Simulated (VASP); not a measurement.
# Y (P6_3/mmc) in VASP: notebook

The runs below take Y through single point, with PBE.

Everything below comes from runs of VASP 6.6.1. Logs are shortened: lines on timing, memory, paths and dates and some standing lists are left out, and cuts for length are marked.

### 1 The cell of the first run

The structure is hexagonal, space group P6_3/mmc (No. 194). The conventional cell has a = 3.690 Å, b = 3.690 Å, c = 12.000 Å, α = 90.00°, β = 90.00°, γ = 120.00°. Y (site symmetry -6m2) has 12 Y at 3.68 to 3.69 Å within 4.8 Å. Y (site symmetry -3m) has 12 Y at 3.68 to 3.69 Å within 4.8 Å.

### 2 Single point, PBE

INCAR reads:

```
PREC = Accurate
ENCUT = 520
EDIFF = 1E-6
ISMEAR = -1
SIGMA = 0.05
LREAL = F
LASPH = T
NELM = 80
ALGO = Normal
ISIF = 2
LWAVE = F
LCHARG = F
GGA = PE
NBANDS = 30
```

KPOINTS reads:

```
regular mesh
0
Gamma
  8 8 3
```

POSCAR reads:

```
Y
1.0
    3.6904778495      0.0000000000      0.0000000000
   -1.8452389247      3.1960475697      0.0000000000
    0.0000000000      0.0000000000     11.9999920442
Y
4
Direct
    0.6666666667      0.3333333333      0.7500000000
    0.0000000000      0.0000000000      0.5000000000
    0.3333333333      0.6666666667      0.2500000000
    0.0000000000      0.0000000000      0.0000000000
```

Potentials or basis: VASP PAW PBE potentials, release 64 (Y_sv).

Command:

```console
$ cat potpaw_PBE.64/Y_sv/POTCAR > POTCAR
$ mpirun -np 1 vasp_std > vasp.out
```

OUTCAR:

```text
PREC = Accurate
   ENCUT = 520
   EDIFF = 1E-6
   ISMEAR = -1
   LREAL = F
   LASPH = T
   NELM = 80
   ISIF = 2
   GGA = PE

 ion  position               nearest neighbor table
   1  0.667  0.333  0.750-   2 3.68   4 3.68   2 3.68   4 3.68   2 3.68   4 3.68
   2  0.000  0.000  0.500-   1 3.68   3 3.68   3 3.68   1 3.68   1 3.68   3 3.68
   3  0.333  0.667  0.250-   2 3.68   4 3.68   2 3.68   4 3.68   2 3.68   4 3.68
   4  0.000  0.000  0.000-   1 3.68   3 3.68   3 3.68   1 3.68   1 3.68   3 3.68

  LATTYP: Found a hexagonal cell.
 ALAT       =     3.6904778495
 C/A-ratio  =     3.2516092857

  Lattice vectors:

 A1 = (   3.6904778495,   0.0000000000,   0.0000000000)
 A2 = (  -1.8452389247,   3.1960475697,   0.0000000000)
 A3 = (   0.0000000000,   0.0000000000,  11.9999920442)

Analysis of symmetry for initial positions (statically):
=====================================================================
 Subroutine PRICEL returns:
 Original cell was already a primitive cell.

 Routine SETGRP: Setting up the symmetry group for a
 hexagonal supercell.

 Subroutine GETGRP returns: Found 24 space group operations
 (whereof 12 operations were pure point group operations)
 out of a pool of 24 trial point group operations.

The static configuration has the point symmetry D_3d.
 The point group associated with its full space group is D_6h.

Analysis of symmetry for dynamics (positions and initial velocities):
=====================================================================
 Subroutine PRICEL returns:
 Original cell was already a primitive cell.

 Routine SETGRP: Setting up the symmetry group for a
 hexagonal supercell.

 Subroutine GETGRP returns: Found 24 space group operations
 (whereof 12 operations were pure point group operations)
 out of a pool of 24 trial point group operations.

The dynamic configuration has the point symmetry D_3d.
 The point group associated with its full space group is D_6h.

 Subroutine INISYM returns: Found 24 space group operations
 (whereof 12 operations are pure point group operations),
 and found     1 'primitive' translations

----------------------------------------------------------------------------------------

                                     Primitive cell

  volume of cell :     141.5392

  direct lattice vectors                    reciprocal lattice vectors
     3.690477850  0.000000000  0.000000000     0.270967620  0.156443228  0.000000000
    -1.845238925  3.196047570  0.000000000     0.000000000  0.312886457  0.000000000
     0.000000000  0.000000000 11.999992044     0.000000000  0.000000000  0.083333389

  length of vectors
     3.690477850  3.690477849 11.999992044     0.312886457  0.312886457  0.083333389

  position of ions in fractional coordinates (direct lattice)
     0.666666667  0.333333333  0.750000000
     0.000000000  0.000000000  0.500000000
     0.333333333  0.666666667  0.250000000
     0.000000000  0.000000000  0.000000000

  ion indices of the primitive-cell ions
   primitive index   ion index
                 1           1
                 2           2
                 3           3
                 4           4

----------------------------------------------------------------------------------------

 KPOINTS: regular mesh

Automatic generation of k-mesh.
 Grid dimensions read from file:
 generate k-points for:    8    8    3

 Generating k-lattice:

  Cartesian coordinates                     Fractional coordinates (reciprocal lattice)
     0.033870953  0.019555404  0.000000000     0.125000000  0.000000000  0.000000000
     0.000000000  0.039110807  0.000000000     0.000000000  0.125000000  0.000000000
     0.000000000  0.000000000  0.027777796     0.000000000  0.000000000  0.333333333

  Length of vectors
     0.039110807  0.039110807  0.027777796

  Shift w.r.t. Gamma in fractional coordinates (k-lattice)
     0.000000000  0.000000000  0.000000000

 Subroutine IBZKPT returns following result:
 ===========================================

 Found     20 irreducible k-points:

 Following reciprocal coordinates:
            Coordinates               Weight
  0.000000  0.000000  0.000000      1.000000
  0.125000  0.000000  0.000000      6.000000
  0.250000  0.000000  0.000000      6.000000
  0.375000  0.000000  0.000000      6.000000
  0.500000  0.000000  0.000000      3.000000
  0.125000  0.125000  0.000000      6.000000
[... 12 lines left out ...]
  0.250000  0.250000  0.333333     12.000000
  0.375000  0.250000  0.333333     12.000000
   k-points           NKPTS =     20   k-points in BZ     NKDIM =     20   number of bands    NBANDS=     30
   number of dos      NEDOS =    301   number of ions     NIONS =      4
   total plane-waves  NPLWV =  70560
   dimension x,y,z NGX =    28 NGY =   28 NGZ =   90
   dimension x,y,z NGXF=    56 NGYF=   56 NGZF=  180
   ions per type =               4
   NGX,Y,Z   is equivalent  to a cutoff of  12.61, 12.61, 12.47 a.u.
   NGXF,Y,Z  is equivalent  to a cutoff of  25.23, 25.23, 24.94 a.u.
 SYSTEM =  unknown system
   PREC   = accura    normal or accurate (medium, high low for compatibility)
   ISTART =      0    job   : 0-new  1-cont  2-samecut
   ICHARG =      2    charge: 1-file 2-atom 10-const
   ISPIN  =      1    spin polarized calculation?
   LNONCOLLINEAR =      F non collinear calculations
   LSORBIT =      F    spin-orbit coupling
   LASPH  =      T    aspherical Exc in radial PAW
   ENCUT  =  520.0 eV  38.22 Ry    6.18 a.u.   6.86  6.86 22.31*2*pi/ulx,y,z
   NELM   =     80;   NELMIN=  2; NELMDL= -5     # of ELM steps
   EDIFF  = 0.1E-05   stopping-criterion for ELM
   LREAL  =      F    real-space projection
   EDIFFG = 0.1E-04   stopping-criterion for IOM
   NSW    =      0    number of steps for IOM
   IBRION =     -1    ionic relax: 0-MD 1-quasi-New 2-CG
   NFREE  =      0    steps in history (QN), initial steepest desc. (CG)
   ISIF   =      2    stress and relaxation
   ISYM   =      2    0-nonsym 1-usesym 2-fastsym
   POTIM  = 0.5000    time-step for ionic-motion
   TEBEG  =    0.0;   TEEND  =   0.0 temperature during run
   PSTRESS=    0.0 pullay stress
   NELECT =      44.0000    total number of electrons
   NUPDOWN=      -1.0000    fix difference up-down
   EMIN   =  10.00;   EMAX   =-10.00  energy-range for DOS
   EFERMI =   0.00;   METHOD = LEGACY
   ISMEAR =    -1;   SIGMA  =   0.05  broadening in eV -4-tet -1-fermi 0-gaus
   EFERMI_NEDOS =   21; number of points for ismear=-14 and -15
   IALGO  =     38    algorithm
   IMIX   =      4    mixing-type and parameters
     AMIX     =   0.40;   BMIX     =  1.00
     AMIX_MAG =   1.60;   BMIX_MAG =  1.00
  volume/ion in A,a.u.               =      35.38       238.79
  Fermi-wavevector in a.u.,A,eV,Ry     =   1.109005  2.095715 16.733694  1.229892
  Thomas-Fermi vector in A             =   2.245539
   LORBIT       =      0    0 simple, 1 ext, 2 COOP (PROOUT), +10 PAW based schemes
   GGA     = PE    functional components
   LHFCALC =     F    Hartree Fock is set to
   AEXX    =    0.0000 exact exchange contribution
   IVDW    =     0    specifies the selected vdW correction
   LEPSILON=     F    determine dielectric tensor
   LRPA    =     F    only Hartree local field effects (RPA)
 non-spin polarized calculation
  energy-cutoff  :      520.00
  volume of cell :      141.54
 maximum number of plane-waves:      3842
 NGX is ok and might be reduce to    28
   NGX = 13   NGY = 13   NGZ = 45

 number of electron      44.0000003 magnetization

 Free energy of the ion-electron system (eV)
  ---------------------------------------------------
  ext. energy  EPLUGINS =         0.00000000
  ---------------------------------------------------
  free energy    TOTEN  =       -25.60205305 eV

  energy without entropy =      -25.53779018  energy(sigma->0) =      -25.56992162

 E-fermi :   2.6808     XC(G=0):  -9.1439

 val. band max:        2.6743011042   @ k =   0.2500   0.0000   0.3333
 cond. band min:       2.6977597296   @ k =   0.2500   0.2500   0.3333
 fundamental gap:      0.0234586254
 Fermi energy:         2.6808398345

 k-point     1 :       0.0000    0.0000    0.0000
  band No.  band energies     occupation
      1     -40.2152      2.00000
      2     -40.1989      2.00000
      3     -40.1836      2.00000
      4     -40.1672      2.00000
      5     -20.3853      2.00000
      6     -20.1898      2.00000
[... 22 lines left out ...]
     29       4.6161      0.00000
     30       4.6186      0.00000

 k-point     2 :       0.1250    0.0000    0.0000
  band No.  band energies     occupation
      1     -40.2095      2.00000
      2     -40.1946      2.00000
      3     -40.1794      2.00000
      4     -40.1644      2.00000
      5     -20.3645      2.00000
      6     -20.1965      2.00000
[... 22 lines left out ...]
     29       4.5997      0.00000
     30       4.8041      0.00000

 k-point     3 :       0.2500    0.0000    0.0000
  band No.  band energies     occupation
      1     -40.1953      2.00000
      2     -40.1844      2.00000
      3     -40.1691      2.00000
      4     -40.1581      2.00000
      5     -20.3116      2.00000
      6     -20.2381      2.00000
[... 22 lines left out ...]
     29       4.6527      0.00000
     30       5.0664      0.00000

 k-point     4 :       0.3750    0.0000    0.0000
  band No.  band energies     occupation
      1     -40.1799      2.00000
      2     -40.1741      2.00000
      3     -40.1588      2.00000
      4     -40.1529      2.00000
      5     -20.3352      2.00000
      6     -20.3334      2.00000
[... 22 lines left out ...]
     29       4.3550      0.00000
     30       5.3551      0.00000

 k-point     5 :       0.5000    0.0000    0.0000
  band No.  band energies     occupation
      1     -40.1728      2.00000
      2     -40.1698      2.00000
      3     -40.1545      2.00000
      4     -40.1514      2.00000
      5     -20.3791      2.00000
      6     -20.3705      2.00000
[... 22 lines left out ...]
     29       4.3667      0.00000
     30       5.3724      0.00000
[... 394 lines left out ...]
     29       4.6065      0.00000
     30       4.9003      0.00000

 k-point    18 :       0.3750    0.1250    0.3333
  band No.  band energies     occupation
      1     -40.1722      2.00000
      2     -40.1707      2.00000
      3     -40.1536      2.00000
      4     -40.1521      2.00000
      5     -20.3441      2.00000
      6     -20.3348      2.00000
[... 22 lines left out ...]
     29       4.5306      0.00000
     30       4.8496      0.00000

 k-point    19 :       0.2500    0.2500    0.3333
  band No.  band energies     occupation
      1     -40.1722      2.00000
      2     -40.1707      2.00000
      3     -40.1536      2.00000
      4     -40.1521      2.00000
      5     -20.3048      2.00000
      6     -20.3007      2.00000
[... 22 lines left out ...]
     29       4.7258      0.00000
     30       4.7529      0.00000

 k-point    20 :       0.3750    0.2500    0.3333
  band No.  band energies     occupation
      1     -40.1672      2.00000
      2     -40.1669      2.00000
      3     -40.1513      2.00000
      4     -40.1510      2.00000
      5     -20.3114      2.00000
      6     -20.3063      2.00000
[... 22 lines left out ...]
     29       4.8254      0.00000
     30       4.9740      0.00000

------------------------ aborting loop because EDIFF is reached ----------------------------------------

  FORCE on cell =-STRESS in cart. coord.  units (eV):
  Direction    XX          YY          ZZ          XY          YZ          ZX
  --------------------------------------------------------------------------------------
  -------------------------------------------------------------------------------------
  Total       -2.4881103     -2.4881103     -3.0248953     -0.0000000      0.0000000     -0.0000000
  in kB      -28.1645892    -28.1645892    -34.2408187     -0.0000000      0.0000000     -0.0000000
  external PRESSURE =     -30.1899990 kB  Pullay stress =       0.0000000 kB

 VOLUME and BASIS-vectors are now :
 -----------------------------------------------------------------------------
  energy-cutoff  :      520.00
  volume of cell :      141.54
      direct lattice vectors                 reciprocal lattice vectors
     3.690477850  0.000000000  0.000000000     0.270967620  0.156443228  0.000000000
    -1.845238925  3.196047570  0.000000000     0.000000000  0.312886457  0.000000000
     0.000000000  0.000000000 11.999992044     0.000000000  0.000000000  0.083333389

 POSITION                                       TOTAL-FORCE (eV/Angst)
 -----------------------------------------------------------------------------------
      1.84524      1.06535      8.99999        -0.000000     -0.000000      0.000000
      0.00000      0.00000      6.00000        -0.000000      0.000000     -0.000000
     -0.00000      2.13070      3.00000         0.000000      0.000000     -0.000000
      0.00000      0.00000      0.00000        -0.000000      0.000000     -0.000000
 -----------------------------------------------------------------------------------
    total drift:                                0.000000     -0.000000      0.000000

  FREE ENERGIE OF THE ION-ELECTRON SYSTEM (eV)
  ---------------------------------------------------
  free  energy   TOTEN  =       -25.6020530541 eV

  energy  without entropy=      -25.5377901839  energy(sigma->0) =      -25.56992162
```

Run time: 47 s. Hardware: 1 thread of Intel Xeon 6975P-C (Granite Rapids), shared host; peak memory 0.27 GiB.

Results:

```
Free energy            : -25.6021 eV
Pressure               : -3.0 GPa
Band gap on the k mesh : zero (band 22 reaches 3.40 eV, above the bottom of band 23 at 2.39 eV)
```

### 3 Single point, PBE

This run uses another cell than the first one, of 36.07 Å³/atom, 1.019 times its volume.

INCAR reads:

```
  PREC = Accurate
  ENCUT = 520
  EDIFF = 1E-6
  ISMEAR = -1
  SIGMA = 0.05
  LREAL = False
  LASPH = True
  NELM = 80
  ALGO = Normal
  ISIF = 2
  LWAVE = False
  LCHARG = False
  GGA = PE
  NBANDS = 30
```

KPOINTS reads:

```
Automatic mesh
0
Gamma
  8 8 3
```

POSCAR reads:

```
Y
1.0
    3.7139847116      0.0000000000      0.0000000000
   -1.8569923558      3.2164051095      0.0000000000
    0.0000000000      0.0000000000     12.0764271753
Y
4
Direct
    0.6666666667      0.3333333333      0.7500000000
    0.0000000000      0.0000000000      0.5000000000
    0.3333333333      0.6666666667      0.2500000000
    0.0000000000      0.0000000000      0.0000000000
```

Potentials or basis: VASP PAW PBE potentials, release 64 (Y_sv).

Command:

```console
$ cat potpaw_PBE.64/Y_sv/POTCAR > POTCAR
$ mpirun -np 1 vasp_std > vasp.out
```

Wall time 44 s (1 thread of Intel Xeon 6975P-C (Granite Rapids), shared host); peak memory 0.27 GiB.

Results (log left out):

```
Free energy            : -25.5462 eV
Pressure               : -3.6 GPa
Band gap on the k mesh : zero (band 22 reaches 3.31 eV, above the bottom of band 23 at 2.31 eV)
```

Stress tensor (GPa, compression positive):
```
-3.36  0.00  0.00
 0.00 -3.36  0.00
 0.00  0.00 -3.98
```

Levels at points of the mesh, in eV from the Fermi level:
| k point | band 20 | band 21 | band 22 | band 23 | band 24 | band 25 |
| --- | --- | --- | --- | --- | --- | --- |
| (0.00, 0.00, 0.00) | -1.83 | 0.41 | 0.71 | 0.76 | 1.55 | 1.55 |
| (0.50, 0.00, 0.00) | -1.17 | -0.48 | -0.39 | -0.29 | 0.27 | 0.75 |
